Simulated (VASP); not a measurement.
# Ti in VASP: further runs

Ti is run at these levels: PBEsol; tasks: single point.

Everything below comes from runs of VASP 6.6.1. Logs are shortened: lines on timing, memory, paths and dates and some standing lists are left out, and cuts for length are marked.

**1. The cell of the first run**

The typed cell holds 1 atom: a = 2.839 Å, b = 2.839 Å, c = 2.872 Å, α = 90.00°, β = 60.39°, γ = 120.00°.

**2. Single point, PBEsol**

Input file INCAR:

```
SYSTEM = Ti
PREC = Accurate
ENCUT = 520
EDIFF = 1E-6
ISMEAR = 0
SIGMA = 0.1
LREAL = .FALSE.
LASPH = .TRUE.
NELM = 60
ALGO = Fast
ISIF = 2
LWAVE = .FALSE.
LCHARG = .FALSE.
GGA = PS
NBANDS = 12
ISYM = 0
```

Input file KPOINTS:

```
regular mesh
0
G
  12 12 14
  0 0 0
```

Input file POSCAR:

```
Ti
1.0
    2.8394269892     -0.0000000103     -0.0003181885
   -1.4197135035      2.4590159203      0.0000000000
    1.4194479230      0.8195186405      2.3588280060
Ti
1
Direct
    0.0000000000      0.0000000000      0.0000000000
```

Potentials or basis: VASP PAW PBE potentials, release 64 (Ti_sv).

On the command line:

```console
$ cat potpaw_PBE.64/Ti_sv/POTCAR > POTCAR
$ mpirun -np 1 vasp_std > vasp.out
```

OUTCAR:

```text
SYSTEM = Ti
   PREC = Accurate
   ENCUT = 520
   EDIFF = 1E-6
   ISMEAR = 0
   LREAL = .FALSE.
   LASPH = .TRUE.
   NELM = 60
   ISIF = 2
   GGA = PS
   ISYM = 0

 ion  position               nearest neighbor table
   1  0.000  0.000  0.000-

IMPORTANT INFORMATION: All symmetrisations will be switched off!
NOSYMM: (Re-)initialisation of all symmetry stuff for point group C_1.

----------------------------------------------------------------------------------------

                                     Primitive cell

  volume of cell :      16.4713

  direct lattice vectors                    reciprocal lattice vectors
     2.839426989 -0.000000010 -0.000318189     0.352152072  0.203315094 -0.282547958
    -1.419713503  2.459015920  0.000000000    -0.000015830  0.406657606 -0.141273979
     1.419447923  0.819518641  2.358828006     0.000047503  0.000027426  0.423901231

  length of vectors
     2.839427007  2.839427007  2.872370584     0.495158013  0.430498253  0.423901235

  position of ions in fractional coordinates (direct lattice)
     0.000000000  0.000000000  0.000000000

  ion indices of the primitive-cell ions
   primitive index   ion index
                 1           1

----------------------------------------------------------------------------------------

 KPOINTS: regular mesh

Automatic generation of k-mesh.
 Grid dimensions read from file:
 generate k-points for:   12   12   14

 Generating k-lattice:

  Cartesian coordinates                     Fractional coordinates (reciprocal lattice)
     0.029346006  0.016942924 -0.023545663     0.083333333  0.000000000  0.000000000
    -0.000001319  0.033888134 -0.011772832    -0.000000000  0.083333333  0.000000000
     0.000003393  0.000001959  0.030278659     0.000000000  0.000000000  0.071428571

  Length of vectors
     0.041263168  0.035874854  0.030278660

  Shift w.r.t. Gamma in fractional coordinates (k-lattice)
     0.000000000  0.000000000  0.000000000

 Subroutine IBZKPT returns following result:
 ===========================================

 Found   1012 irreducible k-points:

 Following reciprocal coordinates:
            Coordinates               Weight
  0.000000  0.000000  0.000000      1.000000
  0.083333  0.000000  0.000000      2.000000
  0.166667  0.000000 -0.000000      2.000000
  0.250000  0.000000 -0.000000      2.000000
  0.333333  0.000000 -0.000000      2.000000
  0.416667  0.000000  0.000000      2.000000
[... 16 lines left out ...]
 -0.250000  0.166667  0.000000      2.000000
  0.166667  0.166667 -0.000000      2.000000
 [... further k-points ...]
   k-points           NKPTS =   1012   k-points in BZ     NKDIM =   1012   number of bands    NBANDS=     12
   number of dos      NEDOS =    301   number of ions     NIONS =      1
   total plane-waves  NPLWV =  13824
   dimension x,y,z NGX =    24 NGY =   24 NGZ =   24
   dimension x,y,z NGXF=    48 NGYF=   48 NGZF=   48
   ions per type =               1
   NGX,Y,Z   is equivalent  to a cutoff of  14.05, 14.05, 13.89 a.u.
   NGXF,Y,Z  is equivalent  to a cutoff of  28.10, 28.10, 27.78 a.u.
 SYSTEM =  Ti
   PREC   = accura    normal or accurate (medium, high low for compatibility)
   ISTART =      0    job   : 0-new  1-cont  2-samecut
   ICHARG =      2    charge: 1-file 2-atom 10-const
   ISPIN  =      1    spin polarized calculation?
   LNONCOLLINEAR =      F non collinear calculations
   LSORBIT =      F    spin-orbit coupling
   LASPH  =      T    aspherical Exc in radial PAW
   ENCUT  =  520.0 eV  38.22 Ry    6.18 a.u.   5.28  5.28  5.34*2*pi/ulx,y,z
   NELM   =     60;   NELMIN=  2; NELMDL= -5     # of ELM steps
   EDIFF  = 0.1E-05   stopping-criterion for ELM
   LREAL  =      F    real-space projection
   EDIFFG = 0.1E-04   stopping-criterion for IOM
   NSW    =      0    number of steps for IOM
   IBRION =     -1    ionic relax: 0-MD 1-quasi-New 2-CG
   NFREE  =      0    steps in history (QN), initial steepest desc. (CG)
   ISIF   =      2    stress and relaxation
   ISYM   =      0    0-nonsym 1-usesym 2-fastsym
   POTIM  = 0.5000    time-step for ionic-motion
   TEBEG  =    0.0;   TEEND  =   0.0 temperature during run
   PSTRESS=    0.0 pullay stress
   NELECT =      12.0000    total number of electrons
   NUPDOWN=      -1.0000    fix difference up-down
   EMIN   =  10.00;   EMAX   =-10.00  energy-range for DOS
   EFERMI =   0.00;   METHOD = LEGACY
   ISMEAR =     0;   SIGMA  =   0.10  broadening in eV -4-tet -1-fermi 0-gaus
   EFERMI_NEDOS =   21; number of points for ismear=-14 and -15
   IALGO  =     68    algorithm
   IMIX   =      4    mixing-type and parameters
     AMIX     =   0.40;   BMIX     =  1.00
     AMIX_MAG =   1.60;   BMIX_MAG =  1.00
  volume/ion in A,a.u.               =      16.47       111.15
  Fermi-wavevector in a.u.,A,eV,Ry     =   1.473079  2.783716 29.524133  2.169963
  Thomas-Fermi vector in A             =   2.588016
   LORBIT       =      0    0 simple, 1 ext, 2 COOP (PROOUT), +10 PAW based schemes
   GGA     = PS    functional components
   LHFCALC =     F    Hartree Fock is set to
   AEXX    =    0.0000 exact exchange contribution
   IVDW    =     0    specifies the selected vdW correction
   LEPSILON=     F    determine dielectric tensor
   LRPA    =     F    only Hartree local field effects (RPA)
 non-spin polarized calculation
 RMM-DIIS sequential band-by-band and
 Gauss-broadening in eV      SIGMA  =   0.10
  energy-cutoff  :      520.00
  volume of cell :       16.47
 maximum number of plane-waves:       455
 NGX is ok and might be reduce to    24
   NGX = 11   NGY = 11   NGZ = 11

 number of electron      12.0000000 magnetization

 Free energy of the ion-electron system (eV)
  ---------------------------------------------------
  ext. energy  EPLUGINS =         0.00000000
  ---------------------------------------------------
  free energy    TOTEN  =        -8.28594567 eV

  energy without entropy =       -8.27798584  energy(sigma->0) =       -8.28196576

 E-fermi :   8.6688     XC(G=0): -11.8917

 val. band max:        8.6686903189   @ k =  -0.0833  -0.0000   0.3571
 cond. band min:       8.6693786678   @ k =   0.0833   0.1667  -0.2857
 fundamental gap:      0.0006883489
 Fermi energy:         8.6687848063

 k-point     1 :       0.0000    0.0000    0.0000
  band No.  band energies     occupation
      1     -47.7250      2.00000
      2     -23.6275      2.00000
      3     -23.6025      2.00000
      4     -23.6023      2.00000
      5       2.4464      2.00000
      6       9.4468      0.00000
      7       9.6335      0.00000
      8       9.6335      0.00000
      9      11.3225      0.00000
     10      11.3242      0.00000
     11      24.2200      0.00000
     12      28.6444      0.00000

 k-point     2 :       0.0833    0.0000    0.0000
  band No.  band energies     occupation
      1     -47.7113      2.00000
      2     -23.6687      2.00000
      3     -23.6358      2.00000
      4     -23.6210      2.00000
      5       2.7597      2.00000
      6       9.3129      0.00000
      7       9.6735      0.00000
      8       9.7752      0.00000
      9      11.0901      0.00000
     10      11.3949      0.00000
     11      24.5208      0.00000
     12      27.6401      0.00000

 k-point     3 :       0.1667    0.0000   -0.0000
  band No.  band energies     occupation
      1     -47.6741      2.00000
      2     -23.8123      2.00000
      3     -23.6915      2.00000
      4     -23.6720      2.00000
      5       3.6342      2.00000
      6       8.7300      0.38683
      7      10.0834      0.00000
      8      10.1928      0.00000
      9      10.4971      0.00000
     10      11.5922      0.00000
     11      25.2279      0.00000
     12      26.0853      0.00000

 k-point     4 :       0.2500    0.0000   -0.0000
  band No.  band energies     occupation
      1     -47.6229      2.00000
      2     -24.0038      2.00000
      3     -23.7632      2.00000
      4     -23.7413      2.00000
      5       4.8234      2.00000
      6       8.0122      2.00000
      7       9.8888      0.00000
      8      10.7676      0.00000
      9      10.8553      0.00000
     10      11.8720      0.00000
     11      24.7720      0.00000
     12      25.0444      0.00000

 k-point     5 :       0.3333    0.0000   -0.0000
  band No.  band energies     occupation
      1     -47.5716      2.00000
      2     -24.1866      2.00000
      3     -23.8340      2.00000
      4     -23.8100      2.00000
      5       5.7373      2.00000
      6       7.3765      2.00000
      7       9.9637      0.00000
      8      11.6180      0.00000
      9      11.6771      0.00000
     10      12.1655      0.00000
     11      22.9815      0.00000
     12      23.3438      0.00000

 k-point     6 :       0.4167    0.0000    0.0000
  band No.  band energies     occupation
      1     -47.5339      2.00000
      2     -24.3152      2.00000
      3     -23.8855      2.00000
      4     -23.8601      2.00000
      5       5.9291      2.00000
      6       6.9519      2.00000
      7      11.0178      0.00000
      8      12.3730      0.00000
      9      12.4306      0.00000
     10      12.4696      0.00000
     11      21.3619      0.00000
     12      21.7538      0.00000

 k-point     7 :       0.5000    0.0000   -0.0000
  band No.  band energies     occupation
      1     -47.5201      2.00000
      2     -24.3611      2.00000
      3     -23.9042      2.00000
      4     -23.8783      2.00000
      5       5.8918      2.00000
      6       6.8039      2.00000
      7      11.7566      0.00000
      8      12.4666      0.00000
      9      12.7977      0.00000
     10      12.8065      0.00000
     11      20.7239      0.00000
     12      21.1214      0.00000

 k-point     8 :      -0.0000    0.0833    0.0000
  band No.  band energies     occupation
      1     -47.7145      2.00000
      2     -23.6632      2.00000
      3     -23.6302      2.00000
      4     -23.6101      2.00000
      5       2.6839      2.00000
      6       9.4416      0.00000
      7       9.5734      0.00000
      8       9.7266      0.00000
      9      11.2630      0.00000
     10      11.2656      0.00000
     11      24.4388      0.00000
     12      27.4180      0.00000
[... 166 lines left out ...]
 k-point    20 :      -0.0000    0.1667    0.0000
  band No.  band energies     occupation
      1     -47.6859      2.00000
      2     -23.8157      2.00000
      3     -23.6496      2.00000
      4     -23.6307      2.00000
      5       3.3555      2.00000
      6       9.1039      0.00000
      7       9.7219      0.00000
      8       9.9164      0.00000
      9      11.1875      0.00000
     10      11.1987      0.00000
     11      24.3664      0.00000
     12      25.4357      0.00000

 k-point    21 :      -0.1667    0.1667    0.0000
  band No.  band energies     occupation
      1     -47.6859      2.00000
      2     -23.8157      2.00000
      3     -23.6496      2.00000
      4     -23.6307      2.00000
      5       3.3555      2.00000
      6       9.1039      0.00000
      7       9.7219      0.00000
      8       9.9164      0.00000
      9      11.1875      0.00000
     10      11.1987      0.00000
     11      24.3664      0.00000
     12      25.4357      0.00000

 k-point    22 :       0.0833    0.1667    0.0000
  band No.  band energies     occupation
      1     -47.6534      2.00000
      2     -23.9572      2.00000
      3     -23.6919      2.00000
      4     -23.6619      2.00000
      5       4.1563      2.00000
      6       8.6949      0.71156
      7       9.8361      0.00000
      8      10.0067      0.00000
      9      11.0056      0.00000
     10      11.6022      0.00000
     11      23.1594      0.00000
     12      25.1843      0.00000

 k-point    23 :      -0.2500    0.1667    0.0000
  band No.  band energies     occupation
      1     -47.6534      2.00000
      2     -23.9572      2.00000
      3     -23.6919      2.00000
      4     -23.6619      2.00000
      5       4.1563      2.00000
      6       8.6949      0.71156
      7       9.8361      0.00000
      8      10.0067      0.00000
      9      11.0056      0.00000
     10      11.6022      0.00000
     11      23.1594      0.00000
     12      25.1843      0.00000

 k-point    24 :       0.1667    0.1667   -0.0000
  band No.  band energies     occupation
      1     -47.6090      2.00000
      2     -24.1025      2.00000
      3     -23.7534      2.00000
      4     -23.7422      2.00000
      5       5.2619      2.00000
      6       8.1410      2.00000
      7       9.4707      0.00000
      8      10.3321      0.00000
      9      11.5180      0.00000
     10      12.0889      0.00000
     11      21.8794      0.00000
     12      24.8144      0.00000

 [... further k-points ...]
[... 5 lines left out ...]
  --------------------------------------------------------------------------------------
  -------------------------------------------------------------------------------------
  Total        0.1959295      0.1904888     -0.0338978      0.0046974     -0.0002646     -0.0004566
  in kB       19.0582470     18.5290287     -3.2972708      0.4569222     -0.0257413     -0.0444147
  external PRESSURE =      11.4300016 kB  Pullay stress =       0.0000000 kB

 VOLUME and BASIS-vectors are now :
 -----------------------------------------------------------------------------
  energy-cutoff  :      520.00
  volume of cell :       16.47
      direct lattice vectors                 reciprocal lattice vectors
     2.839426989 -0.000000010 -0.000318189     0.352152072  0.203315094 -0.282547958
    -1.419713503  2.459015920  0.000000000    -0.000015830  0.406657606 -0.141273979
     1.419447923  0.819518641  2.358828006     0.000047503  0.000027426  0.423901231

 POSITION                                       TOTAL-FORCE (eV/Angst)
 -----------------------------------------------------------------------------------
      0.00000      0.00000      0.00000         0.000009     -0.000009      0.000001
 -----------------------------------------------------------------------------------
    total drift:                                0.000009     -0.000009      0.000001

  FREE ENERGIE OF THE ION-ELECTRON SYSTEM (eV)
  ---------------------------------------------------
  free  energy   TOTEN  =        -8.2859456717 eV

  energy  without entropy=       -8.2779858448  energy(sigma->0) =       -8.28196576
```

Run time: 5.8 min. Hardware: 1 thread of AMD EPYC 7R13 (Zen 3), shared host; peak memory 0.27 GiB.

Results:

| Quantity | Value |
| --- | --- |
| Free energy | -8.2859 eV |
| Pressure | 1.1 GPa |
| Band gap on the k mesh | zero (band 6 reaches 9.48 eV, above the bottom of band 7 at 8.22 eV) |

Caveat: the PAW data sets were made with another functional, which shifts forces and pressure a little.

**3. Single point, PBEsol**

This run uses another cell than the first one, of 16.55 Å³/atom, 1.005 times its volume.

Input file INCAR:

```
SYSTEM = Ti
PREC     = Accurate       ! precision mode
ENCUT    = 520            ! plane-wave cutoff, eV
EDIFF    = 1E-7           ! SCF threshold, eV
ISMEAR   = 0              ! smearing method
SIGMA    = 0.1            ! smearing width, eV
LREAL    = .False.        ! projectors in reciprocal space
LASPH    = .True.         ! aspherical terms in the spheres
NELM     = 100            ! most SCF steps
ALGO     = Fast           ! electronic algorithm
ISIF     = 2              ! what is computed and relaxed
LWAVE    = .False.        ! write WAVECAR
LCHARG   = .True.         ! write CHGCAR
GGA      = PS             ! functional
LELF     = .True.         ! ELF
LVHAR    = .True.       
ISYM     = 0            
NBANDS   = 12             ! bands
```

Input file KPOINTS:

```
regular mesh
0
Gamma
  12 12 14
  0 0 0
```

Input file POSCAR:

```
Ti
1.0
    2.8394270070      0.0000000000      0.0000000000
   -1.4197135035      2.4590159203      0.0000000000
    1.4197135035      0.8196719734      2.3698609324
Ti
1
Direct
    0.0000000000      0.0000000000      0.0000000000
```

Potentials or basis: VASP PAW PBE potentials, release 64 (Ti_sv).

On the command line:

```console
$ cat potpaw_PBE.64/Ti_sv/POTCAR > POTCAR
$ mpirun -np 1 vasp_std > vasp.out
```

Wall time 7.3 min (1 thread of AMD EPYC 7R13 (Zen 3), shared host); peak memory 0.27 GiB.

It converged, with:

| Item | Value |
| --- | --- |
| Free energy | -8.2856 eV |
| Pressure | 0.6 GPa |
| Band gap on the k mesh | zero (band 6 reaches 9.42 eV, above the bottom of band 7 at 8.17 eV) |

Stress tensor (GPa, compression positive):
```
 1.57  0.04 -0.01
 0.04  1.52  0.00
-0.01  0.00 -1.19
```

Levels at points of the mesh, in eV from the Fermi level:
| k point | band 2 | band 3 | band 4 | band 5 | band 6 | band 7 | band 8 | band 9 | band 10 | band 11 |
| --- | --- | --- | --- | --- | --- | --- | --- | --- | --- | --- |
| (0.00, 0.00, 0.00) | -32.32 | -32.28 | -32.28 | -6.21 | 0.74 | 0.98 | 0.98 | 2.64 | 2.64 | 15.52 |
| (0.50, 0.00, 0.00) | -33.03 | -32.59 | -32.55 | -2.76 | -1.85 | 3.07 | 3.77 | 4.10 | 4.12 | 11.95 |
| (0.00, 0.50, 0.00) | -33.09 | -32.41 | -32.40 | -2.70 | 0.62 | 0.84 | 0.88 | 3.74 | 3.88 | 8.77 |
| (0.50, 0.50, 0.00) | -33.09 | -32.41 | -32.40 | -2.70 | 0.62 | 0.84 | 0.88 | 3.74 | 3.88 | 8.77 |
| (0.00, 0.00, 0.50) | -33.07 | -32.37 | -32.37 | -2.73 | 0.57 | 0.81 | 0.81 | 3.77 | 3.77 | 8.47 |
| (0.50, 0.00, 0.50) | -33.09 | -32.41 | -32.40 | -2.70 | 0.62 | 0.84 | 0.88 | 3.74 | 3.88 | 8.77 |
| (0.00, 0.50, 0.50) | -33.03 | -32.59 | -32.55 | -2.76 | -1.85 | 3.07 | 3.77 | 4.10 | 4.12 | 11.95 |
| (0.50, 0.50, 0.50) | -33.03 | -32.59 | -32.55 | -2.76 | -1.85 | 3.07 | 3.77 | 4.10 | 4.12 | 11.95 |

Caveat: the PAW data sets were made with another functional, which shifts forces and pressure a little.
